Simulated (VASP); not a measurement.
Set up this calculation in VASP 6.6.1, as the native input.

| Quantity | Value |
| --- | --- |
| Task | single point |
| Functional | PBEsol |
| Potentials or basis | VASP PAW PBE potentials, release 64 (Ba_sv, Ti_sv, O) |
| Cutoff | 600 eV |
| k mesh | 6 × 6 × 6 |
| Occupations | gaussian, width 0.01 eV |
| Spin | no spin polarisation |
| Dipole correction | no |
| Further INCAR settings | ALGO = Normal; EDIFF = 1e-06; NBANDS = 28 |

The structure of BaTiO3 lies in POSCAR:

```
BaTiO3
1.0
    3.9855000000      0.0000000000      0.0000000000
    0.0000000000      2.8369000000     -2.8451500000
    0.0000000000      2.8369000000      2.8451500000
Ba Ti O
1 1 3
Direct
    0.0000000000      0.0000000000      0.0000000000
    0.5000000000      0.4876000000      0.5124000000
    0.0000000000      0.5126000000      0.4874000000
    0.5000000000      0.0081600000      0.5052400000
    0.5000000000      0.4947600000      0.9918400000
```

These files were run (other wordings do the same):

INCAR

```
PREC = Accurate
ENCUT = 600
EDIFF = 1E-6
ISMEAR = 0
SIGMA = 0.01
LREAL = F
LASPH = T
NELM = 120
ALGO = Normal
ISIF = 2
LWAVE = F
LCHARG = F
GGA = PS
NBANDS = 28
GGA_COMPAT = F
```

KPOINTS

```
Automatic mesh
0
Gamma
  6 6 6
```

Potentials or basis: VASP PAW PBE potentials, release 64 (Ba_sv, Ti_sv, O).

The run is started by

```sh
$ cat potpaw_PBE.64/Ba_sv/POTCAR potpaw_PBE.64/Ti_sv/POTCAR potpaw_PBE.64/O/POTCAR > POTCAR
$ mpirun -np 1 vasp_std > vasp.out
```

Results of the run:

* Pressure: -2.3 GPa
* Largest force: 0.280 eV/Å
* Band gap on the k mesh: 1.80 eV (least direct gap 2.01 eV)

Caveat: the PAW data sets were made with another functional, which shifts forces and pressure a little; spin-orbit coupling is left out, which moves the levels of the heavy elements.

It took 71 s on 1 thread of Intel(R) Xeon(R) Platinum 8375C CPU @ 2.90GHz (Ice Lake), on a shared host, peak memory 0.26 GiB.
